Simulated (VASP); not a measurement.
# Cu (P-3m1) in VASP: single point with PBE

Aim: the single point of Cu with PBE.

All numbers are computed with VASP 6.6.1; they aren't measurements. Logs are shortened: lines on timing, memory, paths and dates and some standing lists are left out, and cuts for length are marked.

## (1) The cell of the first run

It takes space group P-3m1 (No. 164, trigonal). Conventional cell: a = 3.940 Å, b = 3.940 Å, c = 6.523 Å, α = 90.00°, β = 90.00°, γ = 120.00°. Cu (site symmetry 3m) has 3 Cu at 2.79 Å within 3.7 Å.

## (2) Single point, PBE

File INCAR:

```
SYSTEM = Cu
ALGO     = Normal         ! electronic algorithm
EDIFF    = 1E-6           ! SCF threshold, eV
ENCUT    = 600            ! plane-wave cutoff, eV
GGA      = PE             ! functional
GGA_COMPAT= .FALSE.      
ISIF     = 2              ! what is computed and relaxed
ISMEAR   = -1             ! smearing method
LASPH    = .TRUE.         ! aspherical terms in the spheres
LCHARG   = .TRUE.         ! write CHGCAR
LELF     = .TRUE.         ! ELF
LREAL    = .FALSE.        ! projectors in reciprocal space
LVHAR    = .TRUE.       
LWAVE    = .FALSE.        ! write WAVECAR
NBANDS   = 18             ! bands
NELM     = 120            ! most SCF steps
PREC     = Accurate       ! precision mode
SIGMA    = 0.3            ! smearing width, eV
```

File KPOINTS:

```
k-points
0
G
  5 5 3
  0 0 0
```

File POSCAR:

```
Cu
1.0
    3.9400000000      0.0000000000      0.0000000000
   -1.9700000000      3.4121400000      0.0000000000
    0.0000000000      0.0000000000      6.5230000000
Cu
2
Direct
    0.3333333333      0.6666666667      0.3764900000
    0.6666666667      0.3333333333      0.6235100000
```

Potentials or basis: VASP PAW PBE potentials, release 64 (Cu).

Command:

```bash
> cat potpaw_PBE.64/Cu/POTCAR > POTCAR
> mpirun -np 1 vasp_std > vasp.out
```

OUTCAR:

```text
SYSTEM = Cu
   EDIFF = 1E-6
   ENCUT = 600
   GGA = PE
   ISIF = 2
   ISMEAR = -1
   LASPH = .TRUE.
   LREAL = .FALSE.
   NELM = 120
   PREC = Accurate

 ion  position               nearest neighbor table
   1  0.333  0.667  0.376-   2 2.79   2 2.79   2 2.79
   2  0.667  0.333  0.624-   1 2.79   1 2.79   1 2.79

  LATTYP: Found a hexagonal cell.
 ALAT       =     3.9400000000
 C/A-ratio  =     1.6555837563

  Lattice vectors:

 A1 = (   3.9400000000,   0.0000000000,   0.0000000000)
 A2 = (  -1.9700000000,   3.4121400000,   0.0000000000)
 A3 = (   0.0000000000,   0.0000000000,   6.5230000000)

Analysis of symmetry for initial positions (statically):
=====================================================================
 Subroutine PRICEL returns:
 Original cell was already a primitive cell.

 Routine SETGRP: Setting up the symmetry group for a
 hexagonal supercell.

 Subroutine GETGRP returns: Found 12 space group operations
 (whereof 12 operations were pure point group operations)
 out of a pool of 24 trial point group operations.

The static configuration has the point symmetry D_3d.

Analysis of symmetry for dynamics (positions and initial velocities):
=====================================================================
 Subroutine PRICEL returns:
 Original cell was already a primitive cell.

 Routine SETGRP: Setting up the symmetry group for a
 hexagonal supercell.

 Subroutine GETGRP returns: Found 12 space group operations
 (whereof 12 operations were pure point group operations)
 out of a pool of 24 trial point group operations.

The dynamic configuration has the point symmetry D_3d.

 Subroutine INISYM returns: Found 12 space group operations
 (whereof 12 operations are pure point group operations),
 and found     1 'primitive' translations

----------------------------------------------------------------------------------------

                                     Primitive cell

  volume of cell :      87.6941

  direct lattice vectors                    reciprocal lattice vectors
     3.940000000  0.000000000  0.000000000     0.253807107  0.146535605  0.000000000
    -1.970000000  3.412140000  0.000000000     0.000000000  0.293071210  0.000000000
     0.000000000  0.000000000  6.523000000     0.000000000  0.000000000  0.153303695

  length of vectors
     3.940000000  3.939999921  6.523000000     0.293071205  0.293071210  0.153303695

  position of ions in fractional coordinates (direct lattice)
     0.333333333  0.666666667  0.376490000
     0.666666667  0.333333333  0.623510000

  ion indices of the primitive-cell ions
   primitive index   ion index
                 1           1
                 2           2

----------------------------------------------------------------------------------------

 KPOINTS: k-points

Automatic generation of k-mesh.
 Grid dimensions read from file:
 generate k-points for:    5    5    3

 Generating k-lattice:

  Cartesian coordinates                     Fractional coordinates (reciprocal lattice)
     0.050761421  0.029307121  0.000000000     0.200000000  0.000000000  0.000000000
     0.000000000  0.058614242  0.000000000     0.000000000  0.200000000  0.000000000
     0.000000000  0.000000000  0.051101232     0.000000000  0.000000000  0.333333333

  Length of vectors
     0.058614241  0.058614242  0.051101232

  Shift w.r.t. Gamma in fractional coordinates (k-lattice)
     0.000000000  0.000000000  0.000000000

 Subroutine IBZKPT returns following result:
 ===========================================

 Found     12 irreducible k-points:

 Following reciprocal coordinates:
            Coordinates               Weight
  0.000000  0.000000  0.000000      1.000000
  0.200000 -0.000000  0.000000      6.000000
  0.400000  0.000000  0.000000      6.000000
  0.200000  0.200000  0.000000      6.000000
  0.400000  0.200000  0.000000      6.000000
  0.000000  0.000000  0.333333      2.000000
  0.200000 -0.000000  0.333333      6.000000
  0.000000  0.200000  0.333333      6.000000
  0.400000  0.000000  0.333333      6.000000
  0.000000  0.400000  0.333333      6.000000
  0.200000  0.200000  0.333333     12.000000
  0.400000  0.200000  0.333333     12.000000
   k-points           NKPTS =     12   k-points in BZ     NKDIM =     12   number of bands    NBANDS=     18
   number of dos      NEDOS =    301   number of ions     NIONS =      2
   total plane-waves  NPLWV =  55296
   dimension x,y,z NGX =    32 NGY =   32 NGZ =   54
   dimension x,y,z NGXF=    64 NGYF=   64 NGZF=  108
   ions per type =               2
   NGX,Y,Z   is equivalent  to a cutoff of  13.50, 13.50, 13.76 a.u.
   NGXF,Y,Z  is equivalent  to a cutoff of  27.00, 27.00, 27.53 a.u.
 SYSTEM =  Cu
   PREC   = accura    normal or accurate (medium, high low for compatibility)
   ISTART =      0    job   : 0-new  1-cont  2-samecut
   ICHARG =      2    charge: 1-file 2-atom 10-const
   ISPIN  =      1    spin polarized calculation?
   LNONCOLLINEAR =      F non collinear calculations
   LSORBIT =      F    spin-orbit coupling
   LASPH  =      T    aspherical Exc in radial PAW
   ENCUT  =  600.0 eV  44.10 Ry    6.64 a.u.   7.87  7.87 13.03*2*pi/ulx,y,z
   NELM   =    120;   NELMIN=  2; NELMDL= -5     # of ELM steps
   EDIFF  = 0.1E-05   stopping-criterion for ELM
   LREAL  =      F    real-space projection
   EDIFFG = 0.1E-04   stopping-criterion for IOM
   NSW    =      0    number of steps for IOM
   IBRION =     -1    ionic relax: 0-MD 1-quasi-New 2-CG
   NFREE  =      0    steps in history (QN), initial steepest desc. (CG)
   ISIF   =      2    stress and relaxation
   ISYM   =      2    0-nonsym 1-usesym 2-fastsym
   POTIM  = 0.5000    time-step for ionic-motion
   TEBEG  =    0.0;   TEEND  =   0.0 temperature during run
   PSTRESS=    0.0 pullay stress
   NELECT =      22.0000    total number of electrons
   NUPDOWN=      -1.0000    fix difference up-down
   EMIN   =  10.00;   EMAX   =-10.00  energy-range for DOS
   EFERMI =   0.00;   METHOD = LEGACY
   ISMEAR =    -1;   SIGMA  =   0.30  broadening in eV -4-tet -1-fermi 0-gaus
   EFERMI_NEDOS =   21; number of points for ismear=-14 and -15
   IALGO  =     38    algorithm
   IMIX   =      4    mixing-type and parameters
     AMIX     =   0.40;   BMIX     =  1.00
     AMIX_MAG =   1.60;   BMIX_MAG =  1.00
  volume/ion in A,a.u.               =      43.85       295.89
  Fermi-wavevector in a.u.,A,eV,Ry     =   1.032505  1.951152 14.504722  1.066067
  Thomas-Fermi vector in A             =   2.166706
   LORBIT       =      0    0 simple, 1 ext, 2 COOP (PROOUT), +10 PAW based schemes
   GGA     = PE    functional components
   LHFCALC =     F    Hartree Fock is set to
   AEXX    =    0.0000 exact exchange contribution
   IVDW    =     0    specifies the selected vdW correction
   LEPSILON=     F    determine dielectric tensor
   LRPA    =     F    only Hartree local field effects (RPA)
 non-spin polarized calculation
  energy-cutoff  :      600.00
  volume of cell :       87.69
 maximum number of plane-waves:      2949
 NGX is ok and might be reduce to    32
   NGX = 15   NGY = 15   NGZ = 27

 number of electron      22.0000011 magnetization

 Free energy of the ion-electron system (eV)
  ---------------------------------------------------
  ext. energy  EPLUGINS =         0.00000000
  ---------------------------------------------------
  free energy    TOTEN  =        -4.01374325 eV

  energy without entropy =       -3.51618007  energy(sigma->0) =       -3.76496166

 E-fermi :  -0.8727     XC(G=0):  -6.2705

 val. band max:       -0.9836771556   @ k =   0.4000   0.2000   0.3333
 cond. band min:      -0.7656462014   @ k =   0.0000   0.2000   0.3333
 fundamental gap:      0.2180309542
 Fermi energy:        -0.8726720694

 k-point     1 :       0.0000    0.0000    0.0000
  band No.  band energies     occupation
      1      -4.8885      2.00000
      2      -2.9469      1.99801
      3      -2.9325      1.99792
      4      -2.9325      1.99792
      5      -2.7736      1.99647
      6      -2.7736      1.99646
[... 10 lines left out ...]
     17       9.0581      0.00000
     18       9.6680      0.00000

 k-point     2 :       0.2000   -0.0000    0.0000
  band No.  band energies     occupation
      1      -4.4009      1.99998
      2      -2.9379      1.99795
      3      -2.9068      1.99773
      4      -2.8958      1.99765
      5      -2.7911      1.99666
      6      -2.6928      1.99538
[... 10 lines left out ...]
     17       8.7825      0.00000
     18       9.7646      0.00000

 k-point     3 :       0.4000    0.0000    0.0000
  band No.  band energies     occupation
      1      -3.3301      1.99945
      2      -2.9759      1.99820
      3      -2.8680      1.99742
      4      -2.8631      1.99738
      5      -2.6322      1.99434
      6      -2.5125      1.99158
[... 10 lines left out ...]
     17       6.3983      0.00000
     18       7.5251      0.00000

 k-point     4 :       0.2000    0.2000    0.0000
  band No.  band energies     occupation
      1      -3.5624      1.99974
      2      -2.9062      1.99773
      3      -2.8967      1.99765
      4      -2.8356      1.99712
      5      -2.8161      1.99693
      6      -2.5248      1.99192
[... 123 lines left out ...]
      4      -2.8637      1.99738
      5      -2.6287      1.99428
      6      -2.5140      1.99162
[... 10 lines left out ...]
     17       7.1962      0.00000
     18       7.8707      0.00000

 k-point    11 :       0.2000    0.2000    0.3333
  band No.  band energies     occupation
      1      -3.5092      1.99970
      2      -2.9159      1.99780
      3      -2.8939      1.99763
      4      -2.8306      1.99708
      5      -2.8114      1.99688
      6      -2.5280      1.99200
[... 10 lines left out ...]
     17       6.3001      0.00000
     18       8.6123      0.00000

 k-point    12 :       0.4000    0.2000    0.3333
  band No.  band energies     occupation
      1      -3.0020      1.99835
      2      -2.9104      1.99776
      3      -2.8567      1.99732
      4      -2.8515      1.99727
      5      -2.6196      1.99410
      6      -2.6157      1.99402
[... 10 lines left out ...]
     17       7.0376      0.00000
     18       7.6025      0.00000

------------------------ aborting loop because EDIFF is reached ----------------------------------------

  FORCE on cell =-STRESS in cart. coord.  units (eV):
  Direction    XX          YY          ZZ          XY          YZ          ZX
  --------------------------------------------------------------------------------------
  -------------------------------------------------------------------------------------
  Total       -3.2087045     -3.2087044     -2.3400004      0.0000000      0.0000000      0.0000000
  in kB      -58.6232469    -58.6232438    -42.7519635      0.0000000      0.0000000      0.0000000
  external PRESSURE =     -53.3328181 kB  Pullay stress =       0.0000000 kB

 VOLUME and BASIS-vectors are now :
 -----------------------------------------------------------------------------
  energy-cutoff  :      600.00
  volume of cell :       87.69
      direct lattice vectors                 reciprocal lattice vectors
     3.940000000  0.000000000  0.000000000     0.253807107  0.146535605  0.000000000
    -1.970000000  3.412140000  0.000000000     0.000000000  0.293071210  0.000000000
     0.000000000  0.000000000  6.523000000     0.000000000  0.000000000  0.153303695

 POSITION                                       TOTAL-FORCE (eV/Angst)
 -----------------------------------------------------------------------------------
     -0.00000      2.27476      2.45584        -0.000000      0.000000      1.289085
      1.97000      1.13738      4.06716         0.000000     -0.000000     -1.289085
 -----------------------------------------------------------------------------------
    total drift:                                0.000000     -0.000000      0.000000

  FREE ENERGIE OF THE ION-ELECTRON SYSTEM (eV)
  ---------------------------------------------------
  free  energy   TOTEN  =        -4.0137432455 eV

  energy  without entropy=       -3.5161800686  energy(sigma->0) =       -3.76496166
```

Run time: 14 s. Hardware: 1 thread of Intel Xeon Platinum 8488C (Sapphire Rapids), shared host; peak memory 0.22 GiB.

What came out:

```
Free energy            : -4.0137 eV
Pressure               : -5.3 GPa
Largest force          : 1.289 eV/Å
Band gap on the k mesh : zero (band 11 reaches -0.98 eV, above the bottom of band 12 at -1.28 eV)
```

Forces on the atoms (eV/Å):
```
Cu   0.000  0.000  1.289
Cu   0.000  0.000 -1.289
```

Caveat: the k points lie up to 0.37 Å⁻¹ apart; forces of over 1 eV/Å act on the atoms, so gaps and moduli don't describe the material at rest.
